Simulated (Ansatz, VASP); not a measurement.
## Ir: VASP beside Ansatz

The input POSCAR:

```
Ir
1.0
    2.6439205197      0.0000000000      0.0000000000
   -1.3219602599      2.2897023356      0.0000000000
    0.0000000000      0.0000000000      4.7118168358
Ir
2
Direct
    0.6666666667      0.3333333333      0.7500000000
    0.3333333333      0.6666666667      0.2500000000
```

The input INCAR.step1:

```
SYSTEM = Ir
PREC = Accurate
ENCUT = 520
ISMEAR = 0
SIGMA = 0.15
LREAL = .FALSE.
LASPH = .TRUE.
NELM = 60
NBANDS = 16
GGA = PE
ALGO = Normal
EDIFF = 1E-4
LWAVE = .TRUE.
LCHARG = .FALSE.
```

File INCAR.step2:

```
SYSTEM = Ir
PREC = Accurate
ENCUT = 520
EDIFF = 1E-6
ISMEAR = 0
SIGMA = 0.15
LREAL = .FALSE.
LASPH = .TRUE.
NELM = 60
ALGO = Normal
ISIF = 2
LWAVE = .FALSE.
LCHARG = .TRUE.
METAGGA = R2SCAN
LMIXTAU = .TRUE.
LELF = .TRUE.
LVHAR = .TRUE.
NBANDS = 16
ISTART = 1
```

The input KPOINTS:

```
regular mesh
0
G
  30 30 16
  0 0 0
```

Input for Ansatz:

```yaml
crystal:
  lattice:
    - [2.6439205197, 0.0, 0.0]
    - [-1.3219602599, 2.2897023356, 0.0]
    - [0.0, 0.0, 4.7118168358]
  atoms:
    - { symbol: Ir, position: [0.6666666667, 0.3333333333, 0.75] }
    - { symbol: Ir, position: [0.3333333333, 0.6666666667, 0.25] }
basis:
  ecutwfc: 500
kpoints:
  mp_grid: { grid: [30, 30, 16] }
hamiltonian:
  xc: r2scan
scf:
  occupations: { method: gaussian, width: 0.15 }
output:
  forces: true
  stress: true
  eigenvalues: true
```

Alike in both runs: task single point; functional r2SCAN; k mesh 30 × 30 × 16; occupations gaussian, width 0.15 eV; no spin polarisation.

```csv
,VASP,Ansatz
version,VASP 6.6.1,Ansatz 0.2.0
potentials or method,"VASP PAW PBE potentials, release 64 (Ir), cutoff 520 eV","scalar-relativistic, plane waves, PAW"
valence electrons in the cell,18,34
```

```tsv
	VASP	Ansatz	Ansatz less VASP
gap on the k mesh at the Fermi level (eV)	none	none	-
pressure (GPa)	6.5	3.9	-2.56
traceless stress, the component that is largest in VASP (GPa)	-24.55	-24.22	+0.328
```

VASP's potentials were made for PBE, not for r2SCAN. A gap of «none» marks a metal or a gap that the smearing closes. VASP's potentials hold 18 valence electrons a cell and Ansatz's 34, so a difference there can come from the potentials and not from the codes.

Neither program's run includes spin-orbit coupling.
